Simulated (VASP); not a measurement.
# SrMg3O4 (P4/mmm) in VASP: further runs, part 2 of 2

VASP 6.6.1.

### Step 3. Single point, PBEsol

This run uses another cell than the first one, of 12.23 Å³/atom, 1.039 times its volume.

Contents of INCAR:

```
PREC     = Accurate       # precision mode
ENCUT    = 520            # plane-wave cutoff, eV
EDIFF    = 1E-6           # SCF threshold, eV
ISMEAR   = 0              # smearing method
SIGMA    = 0.1            # smearing width, eV
LREAL    = False          # projectors in reciprocal space
LASPH    = True           # aspherical terms in the spheres
NELM     = 100            # most SCF steps
ALGO     = Normal         # electronic algorithm
ISIF     = 2              # what is computed and relaxed
LWAVE    = False          # write WAVECAR
LCHARG   = False          # write CHGCAR
GGA      = PS             # functional
NBANDS   = 30             # bands
```

Contents of KPOINTS:

```
Automatic mesh
0
Gamma
  6 6 2
```

Contents of POSCAR:

```
SrMg3O4
1.0
    3.3014960000      0.0000000000      0.0000000000
    0.0000000000      3.3014960000      0.0000000000
    0.0000000000      0.0000000000      8.9796080000
Sr Mg O
1 3 4
Direct
    0.0000000000      0.0000000000      0.0000000000
    0.5000000000      0.5000000000      0.7276530000
    0.0000000000      0.0000000000      0.5000000000
    0.5000000000      0.5000000000      0.2723470000
    0.0000000000      0.0000000000      0.2749840000
    0.5000000000      0.5000000000      0.0000000000
    0.0000000000      0.0000000000      0.7250160000
    0.5000000000      0.5000000000      0.5000000000
```

Potentials or basis: VASP PAW PBE potentials, release 64 (Sr_sv, Mg, O).

The run is started by

```bash
cat potpaw_PBE.64/Sr_sv/POTCAR potpaw_PBE.64/Mg/POTCAR potpaw_PBE.64/O/POTCAR > POTCAR
mpirun -np 1 vasp_std > vasp.out
```

OUTCAR:

```text
PREC = Accurate
   ENCUT = 520
   EDIFF = 1E-6
   ISMEAR = 0
   LREAL = False
   LASPH = True
   NELM = 100
   ISIF = 2
   GGA = PS

 ion  position               nearest neighbor table
   1  0.000  0.000  0.000-   6 2.33   6 2.33   6 2.33   6 2.33   7 2.47   5 2.47   4 3.38   4 3.38
                             2 3.38   4 3.38   2 3.38   2 3.38   4 3.38   2 3.38
   2  0.500  0.500  0.728-   8 2.04   7 2.33   7 2.33   7 2.33   7 2.33   6 2.45   3 3.10   3 3.10
[... 875 lines left out ...]
  Total       -2.4625474     -2.4625474     -2.8746317      0.0000000      0.0000000     -0.0000000
  in kB      -40.3103207    -40.3103207    -47.0558759      0.0000000      0.0000000     -0.0000000
  external PRESSURE =     -42.5588391 kB  Pullay stress =       0.0000000 kB

 VOLUME and BASIS-vectors are now :
 -----------------------------------------------------------------------------
  energy-cutoff  :      520.00
  volume of cell :       97.88
      direct lattice vectors                 reciprocal lattice vectors
     3.301496000  0.000000000  0.000000000     0.302892992  0.000000000  0.000000000
     0.000000000  3.301496000  0.000000000     0.000000000  0.302892992  0.000000000
     0.000000000  0.000000000  8.979608000     0.000000000  0.000000000  0.111363436

 POSITION                                       TOTAL-FORCE (eV/Angst)
 -----------------------------------------------------------------------------------
      0.00000      0.00000      0.00000         0.000000     -0.000000      0.000000
      1.65075      1.65075      6.53404         0.000000      0.000000     -0.116328
      0.00000      0.00000      4.48980         0.000000     -0.000000      0.000000
      1.65075      1.65075      2.44557        -0.000000      0.000000      0.116328
      0.00000      0.00000      2.46925         0.000000     -0.000000      0.050370
      1.65075      1.65075      0.00000         0.000000     -0.000000      0.000000
      0.00000      0.00000      6.51036         0.000000     -0.000000     -0.050370
      1.65075      1.65075      4.48980         0.000000     -0.000000      0.000000
 -----------------------------------------------------------------------------------
    total drift:                                0.000000      0.000000     -0.000000

  FREE ENERGIE OF THE ION-ELECTRON SYSTEM (eV)
  ---------------------------------------------------
  free  energy   TOTEN  =       -48.0831997724 eV

  energy  without entropy=      -48.0831997724  energy(sigma->0) =      -48.08319977
```

OSZICAR:

```text
N       E                     dE             d eps       ncg     rms          rms(c)
DAV:   1     0.212577307027E+03    0.21258E+03   -0.20208E+04  1200   0.124E+03
DAV:   2    -0.405937395138E+02   -0.25317E+03   -0.24432E+03  1528   0.266E+02
DAV:   3    -0.547365622932E+02   -0.14143E+02   -0.14072E+02  1532   0.644E+01
DAV:   4    -0.551540042905E+02   -0.41744E+00   -0.41678E+00  1932   0.818E+00
DAV:   5    -0.551576985116E+02   -0.36942E-02   -0.36941E-02  1458   0.712E-01    0.325E+01
DAV:   6    -0.485868673284E+02    0.65708E+01   -0.27057E+01  1388   0.276E+01    0.318E+01
DAV:   7    -0.483470524142E+02    0.23981E+00   -0.12870E+00  1548   0.611E+00    0.192E+01
DAV:   8    -0.481111694946E+02    0.23588E+00   -0.57260E-01  1510   0.536E+00    0.180E+00
DAV:   9    -0.480884574099E+02    0.22712E-01   -0.79979E-02  1572   0.178E+00    0.110E+00
DAV:  10    -0.480854350914E+02    0.30223E-02   -0.76604E-03  1534   0.500E-01    0.614E-01
DAV:  11    -0.480832841451E+02    0.21509E-02   -0.47940E-03  1564   0.537E-01    0.131E-01
DAV:  12    -0.480832477784E+02    0.36367E-04   -0.11224E-03  1604   0.173E-01    0.670E-02
DAV:  13    -0.480832080295E+02    0.39749E-04   -0.17661E-04  1558   0.934E-02    0.246E-02
DAV:  14    -0.480832000478E+02    0.79817E-05   -0.50975E-05  1774   0.512E-02    0.112E-02
DAV:  15    -0.480831997724E+02    0.27539E-06   -0.98710E-06  1450   0.171E-02
   1 F= -.48083200E+02 E0= -.48083200E+02  d E =-.781323E-13
```

stdout:

```text
POSCAR found type information on POSCAR SrMgO
 POSCAR found :  3 types and       8 ions
 scaLAPACK will be used
 -----------------------------------------------------------------------------
|                                                                             |
|                                                                             |
|     You enforced a specific xc type in the INCAR file but a different       |
|     I HOPE YOU KNOW WHAT YOU ARE DOING!                                     |
|                                                                             |
 -----------------------------------------------------------------------------

 LDA part: xc-table for (Slater+PW92), standard interpolation
 POSCAR, INCAR and KPOINTS ok, starting setup
 FFT: planning ... GRIDC
 FFT: planning ... GRID_SOFT
 FFT: planning ... GRID
 WAVECAR not read
 entering main loop
```

Run time: 56 s. Hardware: 1 thread of Intel Xeon Platinum 8488C (Sapphire Rapids), shared host; peak memory 0.24 GiB.

What came out:

* Free energy: -48.0832 eV
* Pressure: -4.3 GPa
* Largest force: 0.116 eV/Å
* Band gap on the k mesh: 2.07 eV, indirect (least direct gap 2.26 eV)

Forces on the atoms (eV/Å):
```
Sr   0.000  0.000  0.000
Mg   0.000  0.000 -0.116
Mg   0.000  0.000  0.000
Mg   0.000  0.000  0.116
O    0.000  0.000  0.050
O    0.000  0.000  0.000
O    0.000  0.000 -0.050
O    0.000  0.000  0.000
```

Stress tensor (GPa, compression positive):
```
-4.03  0.00  0.00
 0.00 -4.03  0.00
 0.00  0.00 -4.71
```

Levels at points of the mesh, in eV from the valence-band top:
```
           k point  band 16  band 17  band 18  band 19  band 20  band 21  band 22  band 23  band 24  band 25
(0.00, 0.00, 0.00)    -0.99    -0.93    -0.93    -0.19    -0.19     2.07     4.00     4.74     5.71     7.80
(0.50, 0.00, 0.00)    -1.65    -1.48    -1.43    -1.39    -1.35     5.78     6.12     6.23     6.57     6.75
(0.50, 0.50, 0.00)    -1.94    -1.91    -1.44     0.00     0.00     4.83     4.83     5.94     7.99     8.26
(0.00, 0.00, 0.50)    -1.56    -0.97    -0.97    -0.20    -0.20     3.18     3.28     4.01     6.60     7.52
(0.50, 0.00, 0.50)    -1.75    -1.49    -1.42    -1.39    -1.16     5.75     6.08     6.26     6.44     6.97
(0.50, 0.50, 0.50)    -2.04    -1.99    -1.79    -0.01    -0.01     4.94     4.94     6.43     7.16     8.65
```

Caveat: the PAW data sets were made with another functional, which shifts forces and pressure a little. As with any semilocal functional, this PBEsol gap is likely too small.
